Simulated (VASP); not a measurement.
# Ir (I4/mmm) in VASP: notebook

Ir is run at these levels: LDA; tasks: single point.

Everything below comes from runs of VASP 6.6.1. Logs are shortened: lines on timing, memory, paths and dates and some standing lists are left out, and cuts for length are marked.

### 1 The cell of the first run

The structure is tetragonal, space group I4/mmm (No. 139). Conventional cell: a = 2.649 Å, b = 2.649 Å, c = 4.047 Å, α = 90.00°, β = 90.00°, γ = 90.00°. Within 3.5 Å of Ir (site symmetry 4/mmm) lie 12 Ir at 2.65 to 2.76 Å.

### 2 Single point, LDA (14.20 Å³/atom)

Contents of INCAR:

```
PREC = Accurate
ENCUT = 520
EDIFF = 1E-7
ISMEAR = 0
SIGMA = 0.15
LREAL = F
LASPH = T
NELM = 60
ALGO = Fast
ISIF = 2
LWAVE = F
LCHARG = F
GGA = CA
NBANDS = 10
```

Contents of KPOINTS:

```
Automatic mesh
0
Gamma
  22 22 22
```

Contents of POSCAR:

```
Ir
1.0
    0.0000000000      1.8733205500      2.0237481902
    1.8733205500      0.0000000000      2.0237481902
    1.8733205500      1.8733205500      0.0000000000
Ir
1
Direct
    0.0000000000      0.0000000000      0.0000000000
```

Potentials or basis: VASP PAW LDA potentials, release 64 (Ir).

Started as:

```console
$ cat potpaw_LDA.64/Ir/POTCAR > POTCAR
$ mpirun -np 1 vasp_std > vasp.out
```

OUTCAR:

```text
PREC = Accurate
   ENCUT = 520
   EDIFF = 1E-7
   ISMEAR = 0
   LREAL = F
   LASPH = T
   NELM = 60
   ISIF = 2
   GGA = CA

 ion  position               nearest neighbor table
   1  0.000  0.000  0.000-

  LATTYP: Found a body centered tetragonal cell.
 ALAT       =     2.6492753285
 C/A-ratio  =     1.5277749115

  Lattice vectors:

 A1 = (  -1.8733205500,   0.0000000000,   2.0237481902)
 A2 = (   1.8733205500,   0.0000000000,   2.0237481902)
 A3 = (   0.0000000000,   1.8733205500,  -2.0237481902)

Analysis of symmetry for initial positions (statically):
=====================================================================
 Subroutine PRICEL returns:
 Original cell was already a primitive cell.

 Routine SETGRP: Setting up the symmetry group for a
 body centered tetragonal supercell.

 Subroutine GETGRP returns: Found 16 space group operations
 (whereof 16 operations were pure point group operations)
 out of a pool of 16 trial point group operations.

The static configuration has the point symmetry D_4h.

Analysis of symmetry for dynamics (positions and initial velocities):
=====================================================================
 Subroutine PRICEL returns:
 Original cell was already a primitive cell.

 Routine SETGRP: Setting up the symmetry group for a
 body centered tetragonal supercell.

 Subroutine GETGRP returns: Found 16 space group operations
 (whereof 16 operations were pure point group operations)
 out of a pool of 16 trial point group operations.

The dynamic configuration has the point symmetry D_4h.

 Subroutine INISYM returns: Found 16 space group operations
 (whereof 16 operations are pure point group operations),
 and found     1 'primitive' translations

----------------------------------------------------------------------------------------

                                     Primitive cell

  volume of cell :      14.2040

  direct lattice vectors                    reciprocal lattice vectors
     0.000000000  1.873320550  2.023748190    -0.266905736  0.266905736  0.247066311
     1.873320550  0.000000000  2.023748190     0.266905736 -0.266905736  0.247066311
     1.873320550  1.873320550  0.000000000     0.266905736  0.266905736 -0.247066311

  length of vectors
     2.757695890  2.757695890  2.649275328     0.451130919  0.451130919  0.451130919

  position of ions in fractional coordinates (direct lattice)
     0.000000000  0.000000000  0.000000000

  ion indices of the primitive-cell ions
   primitive index   ion index
                 1           1

----------------------------------------------------------------------------------------

 KPOINTS: Automatic mesh

Automatic generation of k-mesh.
 Grid dimensions read from file:
 generate k-points for:   22   22   22

 Generating k-lattice:

  Cartesian coordinates                     Fractional coordinates (reciprocal lattice)
    -0.012132079  0.012132079  0.011230287     0.045454545  0.000000000  0.000000000
     0.012132079 -0.012132079  0.011230287     0.000000000  0.045454545  0.000000000
     0.012132079  0.012132079 -0.011230287    -0.000000000 -0.000000000  0.045454545

  Length of vectors
     0.020505951  0.020505951  0.020505951

  Shift w.r.t. Gamma in fractional coordinates (k-lattice)
     0.000000000  0.000000000  0.000000000

 Subroutine IBZKPT returns following result:
 ===========================================

 Found    834 irreducible k-points:

 Following reciprocal coordinates:
            Coordinates               Weight
  0.000000  0.000000  0.000000      1.000000
  0.045455  0.000000  0.000000      8.000000
  0.090909  0.000000  0.000000      8.000000
  0.136364  0.000000  0.000000      8.000000
  0.181818  0.000000  0.000000      8.000000
  0.227273  0.000000  0.000000      8.000000
[... 16 lines left out ...]
  0.500000  0.045455  0.000000      8.000000
 -0.454545  0.045455  0.000000      8.000000
 [... further k-points ...]
   k-points           NKPTS =    834   k-points in BZ     NKDIM =    834   number of bands    NBANDS=     10
   number of dos      NEDOS =    301   number of ions     NIONS =      1
   total plane-waves  NPLWV =  11520
   dimension x,y,z NGX =    24 NGY =   24 NGZ =   20
   dimension x,y,z NGXF=    48 NGYF=   48 NGZF=   40
   ions per type =               1
   NGX,Y,Z   is equivalent  to a cutoff of  14.47, 14.47, 12.55 a.u.
   NGXF,Y,Z  is equivalent  to a cutoff of  28.94, 28.94, 25.10 a.u.
 SYSTEM =  unknown system
   PREC   = accura    normal or accurate (medium, high low for compatibility)
   ISTART =      0    job   : 0-new  1-cont  2-samecut
   ICHARG =      2    charge: 1-file 2-atom 10-const
   ISPIN  =      1    spin polarized calculation?
   LNONCOLLINEAR =      F non collinear calculations
   LSORBIT =      F    spin-orbit coupling
   LASPH  =      T    aspherical Exc in radial PAW
   ENCUT  =  520.0 eV  38.22 Ry    6.18 a.u.   5.13  5.13  4.93*2*pi/ulx,y,z
   NELM   =     60;   NELMIN=  2; NELMDL= -5     # of ELM steps
   EDIFF  = 0.1E-06   stopping-criterion for ELM
   LREAL  =      F    real-space projection
   EDIFFG = 0.1E-05   stopping-criterion for IOM
   NSW    =      0    number of steps for IOM
   IBRION =     -1    ionic relax: 0-MD 1-quasi-New 2-CG
   NFREE  =      0    steps in history (QN), initial steepest desc. (CG)
   ISIF   =      2    stress and relaxation
   ISYM   =      2    0-nonsym 1-usesym 2-fastsym
   POTIM  = 0.5000    time-step for ionic-motion
   TEBEG  =    0.0;   TEEND  =   0.0 temperature during run
   PSTRESS=    0.0 pullay stress
   NELECT =       9.0000    total number of electrons
   NUPDOWN=      -1.0000    fix difference up-down
   EMIN   =  10.00;   EMAX   =-10.00  energy-range for DOS
   EFERMI =   0.00;   METHOD = LEGACY
   ISMEAR =     0;   SIGMA  =   0.15  broadening in eV -4-tet -1-fermi 0-gaus
   EFERMI_NEDOS =   21; number of points for ismear=-14 and -15
   IALGO  =     68    algorithm
   IMIX   =      4    mixing-type and parameters
     AMIX     =   0.40;   BMIX     =  1.00
     AMIX_MAG =   1.60;   BMIX_MAG =  1.00
  volume/ion in A,a.u.               =      14.20        95.85
  Fermi-wavevector in a.u.,A,eV,Ry     =   1.406108  2.657159 26.900631  1.977141
  Thomas-Fermi vector in A             =   2.528502
   LORBIT       =      0    0 simple, 1 ext, 2 COOP (PROOUT), +10 PAW based schemes
   GGA     = CA    functional components
   LHFCALC =     F    Hartree Fock is set to
   AEXX    =    0.0000 exact exchange contribution
   IVDW    =     0    specifies the selected vdW correction
   LEPSILON=     F    determine dielectric tensor
   LRPA    =     F    only Hartree local field effects (RPA)
 non-spin polarized calculation
 RMM-DIIS sequential band-by-band and
 Gauss-broadening in eV      SIGMA  =   0.15
  energy-cutoff  :      520.00
  volume of cell :       14.20
 maximum number of plane-waves:       394
 NGX is ok and might be reduce to    24
   NGX = 11   NGY = 11   NGZ =  9

 number of electron       9.0000001 magnetization

 Free energy of the ion-electron system (eV)
  ---------------------------------------------------
  ext. energy  EPLUGINS =         0.00000000
  ---------------------------------------------------
  free energy    TOTEN  =       -10.25561698 eV

  energy without entropy =      -10.24386337  energy(sigma->0) =      -10.24974018

 E-fermi :  10.2004     XC(G=0): -14.1145

 val. band max:       10.1989155434   @ k =   0.4545   0.0909   0.2727
 cond. band min:      10.2019586825   @ k =   0.3182   0.0909   0.0000
 fundamental gap:      0.0030431390
 Fermi energy:        10.2004111442

 k-point     1 :       0.0000    0.0000    0.0000
  band No.  band energies     occupation
      1      -0.8213      2.00000
      2       5.6792      2.00000
      3       6.7432      2.00000
      4       6.7432      2.00000
      5       8.3160      2.00000
      6       9.7213      1.99999
      7      24.6966      0.00000
      8      28.6092      0.00000
      9      30.9207      0.00000
     10      30.9207      0.00000

 k-point     2 :       0.0455    0.0000    0.0000
  band No.  band energies     occupation
      1      -0.7290      2.00000
      2       5.7011      2.00000
      3       6.7097      2.00000
      4       6.7832      2.00000
      5       8.3036      2.00000
      6       9.6822      2.00000
      7      24.8560      0.00000
      8      28.6072      0.00000
      9      30.5185      0.00000
     10      31.0781      0.00000

 k-point     3 :       0.0909    0.0000    0.0000
  band No.  band energies     occupation
      1      -0.4581      2.00000
      2       5.7476      2.00000
      3       6.6278      2.00000
      4       6.8960      2.00000
      5       8.2854      2.00000
      6       9.5771      2.00000
      7      25.3059      0.00000
      8      28.2483      0.00000
      9      30.1557      0.00000
     10      31.5388      0.00000

 k-point     4 :       0.1364    0.0000    0.0000
  band No.  band energies     occupation
      1      -0.0294      2.00000
      2       5.7704      2.00000
      3       6.5418      2.00000
      4       7.0575      2.00000
      5       8.3165      2.00000
      6       9.4437      2.00000
      7      25.9456      0.00000
      8      27.2629      0.00000
      9      30.5645      0.00000
     10      32.2686      0.00000
[... 222 lines left out ...]
 k-point    22 :       0.4545    0.0455    0.0000
  band No.  band energies     occupation
      1       2.2543      2.00000
      2       5.7224      2.00000
      3       6.9318      2.00000
      4       8.6661      2.00000
      5      10.8378      0.00000
      6      11.2849      0.00000
      7      18.3217      0.00000
      8      24.3062      0.00000
      9      30.0715      0.00000
     10      30.7418      0.00000

 k-point    23 :       0.5000    0.0455    0.0000
  band No.  band energies     occupation
      1       2.2497      2.00000
      2       5.6987      2.00000
      3       6.8677      2.00000
      4       9.1524      2.00000
      5      10.8889      0.00000
      6      11.7074      0.00000
      7      17.5495      0.00000
      8      24.1053      0.00000
      9      29.4399      0.00000
     10      30.6036      0.00000

 k-point    24 :      -0.4545    0.0455    0.0000
  band No.  band energies     occupation
      1       2.2534      2.00000
      2       5.7271      2.00000
      3       6.8604      2.00000
      4       9.0278      2.00000
      5      10.7751      0.00000
      6      11.8246      0.00000
      7      17.6563      0.00000
      8      24.1432      0.00000
      9      29.2770      0.00000
     10      30.8729      0.00000

 [... further k-points ...]

------------------------ aborting loop because EDIFF is reached ----------------------------------------

  FORCE on cell =-STRESS in cart. coord.  units (eV):
  Direction    XX          YY          ZZ          XY          YZ          ZX
  --------------------------------------------------------------------------------------
  -------------------------------------------------------------------------------------
  Total        0.3187521      0.3187521     -2.2301087      0.0000000     -0.0000000     -0.0000000
  in kB       35.9544783     35.9544783   -251.5509390      0.0000000     -0.0000000     -0.0000000
  external PRESSURE =     -59.8806608 kB  Pullay stress =       0.0000000 kB

 VOLUME and BASIS-vectors are now :
 -----------------------------------------------------------------------------
  energy-cutoff  :      520.00
  volume of cell :       14.20
      direct lattice vectors                 reciprocal lattice vectors
     0.000000000  1.873320550  2.023748190    -0.266905736  0.266905736  0.247066311
     1.873320550  0.000000000  2.023748190     0.266905736 -0.266905736  0.247066311
     1.873320550  1.873320550  0.000000000     0.266905736  0.266905736 -0.247066311

 POSITION                                       TOTAL-FORCE (eV/Angst)
 -----------------------------------------------------------------------------------
      0.00000      0.00000      0.00000        -0.000000      0.000000      0.000000
 -----------------------------------------------------------------------------------
    total drift:                               -0.000000     -0.000000     -0.000000

  FREE ENERGIE OF THE ION-ELECTRON SYSTEM (eV)
  ---------------------------------------------------
  free  energy   TOTEN  =       -10.2556169837 eV

  energy  without entropy=      -10.2438633689  energy(sigma->0) =      -10.24974018
```

It took 83 s on 1 thread of AMD EPYC 9R45 (Zen 5), shared host; peak memory 0.2 GiB.

What came out:

| Quantity | Value |
| --- | --- |
| Free energy | -10.2556 eV |
| Pressure | -6.0 GPa |
| Band gap on the k mesh | zero (an odd number of electrons rules out a gap without spin polarisation) |

Stress tensor (GPa, compression positive):
```
  3.60   0.00   0.00
  0.00   3.60   0.00
  0.00   0.00 -25.16
```

Levels at points of the mesh, in eV from the Fermi level:
```
           k point  band 2  band 3  band 4  band 5  band 6  band 7
(0.00, 0.00, 0.00)   -4.52   -3.46   -3.46   -1.88   -0.48   14.50
(0.50, 0.00, 0.00)   -4.44   -3.40   -0.65    0.68    1.16    7.33
(0.50, 0.50, 0.00)   -7.25    0.75    1.04    1.42    1.42    9.12
(0.50, 0.00, 0.50)   -7.25    0.78    0.96    2.06    2.34   10.90
```

Caveat: the cell stands under tension; spin-orbit coupling is left out, which moves the levels of the heavy elements.

### 3 Single point, LDA (14.57 Å³/atom)

This run uses another cell than the first one, of 14.57 Å³/atom.

Contents of INCAR:

```
PREC = Accurate
ENCUT = 520
EDIFF = 1E-6
ISMEAR = 0
SIGMA = 0.15
LREAL = F
LASPH = T
NELM = 100
ALGO = Normal
ISIF = 2
LWAVE = F
LCHARG = F
GGA = CA
NBANDS = 10
```

KPOINTS is that of step 2.

Contents of POSCAR:

```
Ir
1.0
    0.0000000000      1.8894041476      2.0411233007
    1.8894041476      0.0000000000      2.0411233007
    1.8894041476      1.8894041476      0.0000000000
Ir
1
Direct
    0.0000000000      0.0000000000      0.0000000000
```

Potentials or basis: VASP PAW LDA potentials, release 64 (Ir).

Started as:

```console
$ cat potpaw_LDA.64/Ir/POTCAR > POTCAR
$ mpirun -np 1 vasp_std > vasp.out
```

Wall time 46 s (1 thread of AMD EPYC 9R45 (Zen 5), shared host); peak memory 0.2 GiB.

The run converged. Its results:

| Quantity | Value |
| --- | --- |
| Free energy | -10.2315 eV |
| Pressure | -14.8 GPa |
| Band gap on the k mesh | zero (an odd number of electrons rules out a gap without spin polarisation) |

Stress tensor (GPa, compression positive):
```
 -5.98   0.00   0.00
  0.00  -5.98   0.00
  0.00   0.00 -32.56
```

Levels at points of the mesh, in eV from the Fermi level:
| k point | band 1 | band 2 | band 3 | band 4 | band 5 | band 6 | band 7 | band 8 |
| --- | --- | --- | --- | --- | --- | --- | --- | --- |
| (0.00, 0.00, 0.00) | -10.75 | -4.35 | -3.32 | -3.32 | -1.81 | -0.46 | 14.54 | 18.36 |
| (0.50, 0.00, 0.00) | -7.76 | -4.27 | -3.26 | -0.58 | 0.64 | 1.11 | 7.06 | 13.82 |
| (0.50, 0.50, 0.00) | -7.62 | -6.98 | 0.78 | 0.99 | 1.35 | 1.35 | 8.80 | 12.55 |
| (0.50, 0.00, 0.50) | -7.51 | -6.98 | 0.74 | 0.91 | 1.96 | 2.33 | 10.82 | 10.89 |

Caveat: the cell stands under tension; spin-orbit coupling is left out, which moves the levels of the heavy elements.
